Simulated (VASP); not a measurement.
# Hg (P6_3/mmc) in VASP: further runs

Runs on Hg. Level: PBE+D3(BJ). Tasks: single point, relaxation of cell and atoms.

Everything below comes from runs of VASP 6.6.1. Logs are shortened: lines on timing, memory, paths and dates and some standing lists are left out, and cuts for length are marked.

## (1) The cell of the first run

Symmetry: P6_3/mmc, No. 194, hexagonal system. Conventional cell: a = 3.281 Å, b = 3.281 Å, c = 10.358 Å, α = 90.00°, β = 90.00°, γ = 120.00°. Hg (site symmetry -3m) has 12 Hg at 3.21 to 3.28 Å within 4.2 Å. Within 4.2 Å of Hg (site symmetry -6m2) lie 12 Hg at 3.21 to 3.28 Å.

## (2) Single point, PBE+D3(BJ)

INCAR

```
SYSTEM = Hg
PREC     = Accurate       ! precision mode
ENCUT    = 550            ! plane-wave cutoff, eV
EDIFF    = 1E-6           ! SCF threshold, eV
ISMEAR   = 0              ! smearing method
SIGMA    = 0.1            ! smearing width, eV
LREAL    = .FALSE.        ! projectors in reciprocal space
LASPH    = .TRUE.         ! aspherical terms in the spheres
NELM     = 120            ! most SCF steps
ALGO     = Normal         ! electronic algorithm
ISIF     = 2              ! what is computed and relaxed
LWAVE    = .FALSE.        ! write WAVECAR
LCHARG   = .FALSE.        ! write CHGCAR
GGA      = PE             ! functional
IVDW     = 12             ! dispersion correction
NBANDS   = 48             ! bands
GGA_COMPAT= .FALSE.
```

KPOINTS

```
regular mesh
0
G
  12 12 4
  0 0 0
```

POSCAR

```
Hg
1.0
    3.2806617645      0.0000000000      0.0000000000
   -1.6403308823      2.8411364293      0.0000000000
    0.0000000000      0.0000000000     10.3575545522
Hg
4
Direct
    0.0000000000      0.0000000000      0.0000000000
    0.3333333333      0.6666666667      0.2500000000
    0.0000000000      0.0000000000      0.5000000000
    0.6666666667      0.3333333333      0.7500000000
```

Potentials or basis: VASP PAW PBE potentials, release 64 (Hg_sv_GW).

On the command line:

```
$ cat potpaw_PBE.64/Hg_sv_GW/POTCAR > POTCAR
$ mpirun -np 1 vasp_std > vasp.out
```

OUTCAR:

```text
SYSTEM = Hg
   PREC = Accurate
   ENCUT = 550
   EDIFF = 1E-6
   ISMEAR = 0
   LREAL = .FALSE.
   LASPH = .TRUE.
   NELM = 120
   ISIF = 2
   GGA = PE
   IVDW = 12
 IVDW          = 12

 ion  position               nearest neighbor table
   1  0.000  0.000  0.000-   2 3.21   4 3.21   4 3.21   2 3.21   4 3.21   2 3.21
   2  0.333  0.667  0.250-   1 3.21   3 3.21   1 3.21   3 3.21   1 3.21   3 3.21
   3  0.000  0.000  0.500-   2 3.21   4 3.21   4 3.21   2 3.21   4 3.21   2 3.21
   4  0.667  0.333  0.750-   1 3.21   3 3.21   1 3.21   3 3.21   1 3.21   3 3.21

  LATTYP: Found a hexagonal cell.
 ALAT       =     3.2806617645
 C/A-ratio  =     3.1571540426

  Lattice vectors:

 A1 = (   3.2806617645,   0.0000000000,   0.0000000000)
 A2 = (  -1.6403308823,   2.8411364293,   0.0000000000)
 A3 = (   0.0000000000,   0.0000000000,  10.3575545522)

Analysis of symmetry for initial positions (statically):
=====================================================================
 Subroutine PRICEL returns:
 Original cell was already a primitive cell.

 Routine SETGRP: Setting up the symmetry group for a
 hexagonal supercell.

 Subroutine GETGRP returns: Found 24 space group operations
 (whereof 12 operations were pure point group operations)
 out of a pool of 24 trial point group operations.

The static configuration has the point symmetry D_3d.
 The point group associated with its full space group is D_6h.

Analysis of symmetry for dynamics (positions and initial velocities):
=====================================================================
 Subroutine PRICEL returns:
 Original cell was already a primitive cell.

 Routine SETGRP: Setting up the symmetry group for a
 hexagonal supercell.

 Subroutine GETGRP returns: Found 24 space group operations
 (whereof 12 operations were pure point group operations)
 out of a pool of 24 trial point group operations.

The dynamic configuration has the point symmetry D_3d.
 The point group associated with its full space group is D_6h.

 Subroutine INISYM returns: Found 24 space group operations
 (whereof 12 operations are pure point group operations),
 and found     1 'primitive' translations

----------------------------------------------------------------------------------------

                                     Primitive cell

  volume of cell :      96.5408

  direct lattice vectors                    reciprocal lattice vectors
     3.280661765  0.000000000  0.000000000     0.304816550  0.175985917  0.000000000
    -1.640330882  2.841136429  0.000000000     0.000000000  0.351971834  0.000000000
     0.000000000  0.000000000 10.357554552     0.000000000  0.000000000  0.096547886

  length of vectors
     3.280661765  3.280661765 10.357554552     0.351971834  0.351971834  0.096547886

  position of ions in fractional coordinates (direct lattice)
     0.000000000  0.000000000  0.000000000
     0.333333333  0.666666667  0.250000000
     0.000000000  0.000000000  0.500000000
     0.666666667  0.333333333  0.750000000

  ion indices of the primitive-cell ions
   primitive index   ion index
                 1           1
                 2           2
                 3           3
                 4           4

----------------------------------------------------------------------------------------

 KPOINTS: regular mesh

Automatic generation of k-mesh.
 Grid dimensions read from file:
 generate k-points for:   12   12    4

 Generating k-lattice:

  Cartesian coordinates                     Fractional coordinates (reciprocal lattice)
     0.025401379  0.014665493  0.000000000     0.083333333  0.000000000  0.000000000
     0.000000000  0.029330986  0.000000000     0.000000000  0.083333333  0.000000000
     0.000000000  0.000000000  0.024136972     0.000000000  0.000000000  0.250000000

  Length of vectors
     0.029330986  0.029330986  0.024136972

  Shift w.r.t. Gamma in fractional coordinates (k-lattice)
     0.000000000  0.000000000  0.000000000

 Subroutine IBZKPT returns following result:
 ===========================================

 Found     57 irreducible k-points:

 Following reciprocal coordinates:
            Coordinates               Weight
  0.000000  0.000000  0.000000      1.000000
  0.083333  0.000000  0.000000      6.000000
  0.166667  0.000000  0.000000      6.000000
  0.250000  0.000000  0.000000      6.000000
  0.333333  0.000000  0.000000      6.000000
  0.416667  0.000000  0.000000      6.000000
[... 16 lines left out ...]
  0.250000  0.000000  0.250000     12.000000
  0.333333  0.000000  0.250000     12.000000
 [... further k-points ...]
   k-points           NKPTS =     57   k-points in BZ     NKDIM =     57   number of bands    NBANDS=     48
   number of dos      NEDOS =    301   number of ions     NIONS =      4
   total plane-waves  NPLWV =  62720
   dimension x,y,z NGX =    28 NGY =   28 NGZ =   80
   dimension x,y,z NGXF=    56 NGYF=   56 NGZF=  160
   ions per type =               4
   NGX,Y,Z   is equivalent  to a cutoff of  14.19, 14.19, 12.84 a.u.
   NGXF,Y,Z  is equivalent  to a cutoff of  28.38, 28.38, 25.68 a.u.
 SYSTEM =  Hg
   PREC   = accura    normal or accurate (medium, high low for compatibility)
   ISTART =      0    job   : 0-new  1-cont  2-samecut
   ICHARG =      2    charge: 1-file 2-atom 10-const
   ISPIN  =      1    spin polarized calculation?
   LNONCOLLINEAR =      F non collinear calculations
   LSORBIT =      F    spin-orbit coupling
   LASPH  =      T    aspherical Exc in radial PAW
   ENCUT  =  550.0 eV  40.42 Ry    6.36 a.u.   6.27  6.27 19.81*2*pi/ulx,y,z
   NELM   =    120;   NELMIN=  2; NELMDL= -5     # of ELM steps
   EDIFF  = 0.1E-05   stopping-criterion for ELM
   LREAL  =      F    real-space projection
   EDIFFG = 0.1E-04   stopping-criterion for IOM
   NSW    =      0    number of steps for IOM
   IBRION =     -1    ionic relax: 0-MD 1-quasi-New 2-CG
   NFREE  =      0    steps in history (QN), initial steepest desc. (CG)
   ISIF   =      2    stress and relaxation
   ISYM   =      2    0-nonsym 1-usesym 2-fastsym
   POTIM  = 0.5000    time-step for ionic-motion
   TEBEG  =    0.0;   TEEND  =   0.0 temperature during run
   PSTRESS=    0.0 pullay stress
   NELECT =      80.0000    total number of electrons
   NUPDOWN=      -1.0000    fix difference up-down
   EMIN   =  10.00;   EMAX   =-10.00  energy-range for DOS
   EFERMI =   0.00;   METHOD = LEGACY
   ISMEAR =     0;   SIGMA  =   0.10  broadening in eV -4-tet -1-fermi 0-gaus
   EFERMI_NEDOS =   21; number of points for ismear=-14 and -15
   IALGO  =     38    algorithm
   IMIX   =      4    mixing-type and parameters
     AMIX     =   0.40;   BMIX     =  1.00
     AMIX_MAG =   1.60;   BMIX_MAG =  1.00
  volume/ion in A,a.u.               =      24.14       162.87
  Fermi-wavevector in a.u.,A,eV,Ry     =   1.537687  2.905807 32.170715  2.364481
  Thomas-Fermi vector in A             =   2.644161
   LORBIT       =      0    0 simple, 1 ext, 2 COOP (PROOUT), +10 PAW based schemes
   GGA     = PE    functional components
   LHFCALC =     F    Hartree Fock is set to
   AEXX    =    0.0000 exact exchange contribution
   IVDW    =    12    specifies the selected vdW correction
   LEPSILON=     F    determine dielectric tensor
   LRPA    =     F    only Hartree local field effects (RPA)
 non-spin polarized calculation
 Gauss-broadening in eV      SIGMA  =   0.10
  energy-cutoff  :      550.00
  volume of cell :       96.54
 maximum number of plane-waves:      2860
 NGX is ok and might be reduce to    28
   NGX = 13   NGY = 13   NGZ = 39

 number of electron      79.9999997 magnetization

 Free energy of the ion-electron system (eV)
  ---------------------------------------------------
  ext. energy  EPLUGINS =         0.00000000
  ---------------------------------------------------
  free energy    TOTEN  =        -0.50842565 eV

  energy without entropy =       -0.50384650  energy(sigma->0) =       -0.50613607

 E-fermi :   5.4945     XC(G=0): -11.1873

 val. band max:        5.4706114464   @ k =   0.1667   0.0000   0.0000
 cond. band min:       5.5433571706   @ k =   0.5000   0.0000   0.2500
 fundamental gap:      0.0727457242
 Fermi energy:         5.4944604791

 k-point     1 :       0.0000    0.0000    0.0000
  band No.  band energies     occupation
      1    -109.0768      2.00000
      2    -109.0767      2.00000
      3    -109.0723      2.00000
      4    -109.0722      2.00000
      5     -57.4372      2.00000
      6     -57.4205      2.00000
[... 40 lines left out ...]
     47      18.2084      0.00000
     48      18.6130      0.00000

 k-point     2 :       0.0833    0.0000    0.0000
  band No.  band energies     occupation
      1    -109.0767      2.00000
      2    -109.0767      2.00000
      3    -109.0723      2.00000
      4    -109.0722      2.00000
      5     -57.4365      2.00000
      6     -57.4208      2.00000
[... 40 lines left out ...]
     47      17.1660      0.00000
     48      17.8211      0.00000

 k-point     3 :       0.1667    0.0000    0.0000
  band No.  band energies     occupation
      1    -109.0766      2.00000
      2    -109.0766      2.00000
      3    -109.0722      2.00000
      4    -109.0721      2.00000
      5     -57.4346      2.00000
      6     -57.4217      2.00000
[... 40 lines left out ...]
     47      15.4558      0.00000
     48      17.3247      0.00000

 k-point     4 :       0.2500    0.0000    0.0000
  band No.  band energies     occupation
      1    -109.0765      2.00000
      2    -109.0764      2.00000
      3    -109.0721      2.00000
      4    -109.0720      2.00000
      5     -57.4317      2.00000
      6     -57.4234      2.00000
[... 958 lines left out ...]
     47      16.0994      0.00000
     48      16.5412      0.00000

 k-point    23 :       0.2500    0.0000    0.2500
  band No.  band energies     occupation
      1    -109.0765      2.00000
      2    -109.0764      2.00000
      3    -109.0721      2.00000
      4    -109.0720      2.00000
      5     -57.4311      2.00000
      6     -57.4266      2.00000
[... 40 lines left out ...]
     47      14.8145      0.00000
     48      15.4182      0.00000

 k-point    24 :       0.3333    0.0000    0.2500
  band No.  band energies     occupation
      1    -109.0763      2.00000
      2    -109.0763      2.00000
      3    -109.0719      2.00000
      4    -109.0719      2.00000
      5     -57.4297      2.00000
      6     -57.4277      2.00000
[... 40 lines left out ...]
     47      13.3249      0.00000
     48      14.4754      0.00000

 [... further k-points ...]

------------------------ aborting loop because EDIFF is reached ----------------------------------------

 Edisp (eV)   -1.73455

 E8    (eV) :    -0.7854

  FORCE on cell =-STRESS in cart. coord.  units (eV):
  Direction    XX          YY          ZZ          XY          YZ          ZX
  --------------------------------------------------------------------------------------
  -------------------------------------------------------------------------------------
  Total       0.43490     0.43490     0.46364    -0.00000     0.00000     0.00000
  in kB       7.21748     7.21748     7.69448    -0.00000     0.00000     0.00000
  external pressure =        7.38 kB  Pullay stress =        0.00 kB

 VOLUME and BASIS-vectors are now :
 -----------------------------------------------------------------------------
  energy-cutoff  :      550.00
  volume of cell :       96.54
      direct lattice vectors                 reciprocal lattice vectors
     3.280661765  0.000000000  0.000000000     0.304816550  0.175985917  0.000000000
    -1.640330882  2.841136429  0.000000000     0.000000000  0.351971834  0.000000000
     0.000000000  0.000000000 10.357554552     0.000000000  0.000000000  0.096547886

 POSITION                                       TOTAL-FORCE (eV/Angst)
 -----------------------------------------------------------------------------------
      0.00000      0.00000      0.00000         0.000000      0.000000     -0.000000
     -0.00000      1.89409      2.58939        -0.000000      0.000000      0.000000
      0.00000      0.00000      5.17878         0.000000      0.000000     -0.000000
      1.64033      0.94705      7.76817        -0.000000     -0.000000     -0.000000
 -----------------------------------------------------------------------------------
    total drift:                                0.000000     -0.000000      0.000000

  FREE ENERGIE OF THE ION-ELECTRON SYSTEM (eV)
  ---------------------------------------------------
  free  energy   TOTEN  =        -2.2429707479 eV

  energy  without entropy=       -2.2383915990  energy(sigma->0) =       -2.24068117
```

Run time: 3.2 min. Hardware: 1 thread of Intel Xeon Platinum 8488C (Sapphire Rapids), shared host; peak memory 0.39 GiB.

What came out:

| Item | Value |
| --- | --- |
| Free energy | -2.2430 eV |
| Pressure | 0.7 GPa |
| Band gap on the k mesh | zero (bands 40 and 41 overlap by 1.31 eV) |
| Dispersion energy per atom | -0.434 eV |

Caveat: spin-orbit coupling is left out, which moves the levels of the heavy elements.

[end of part 1 of 3]

The gap in the log of VASP goes by the Fermi energy; the results here count the filled bands.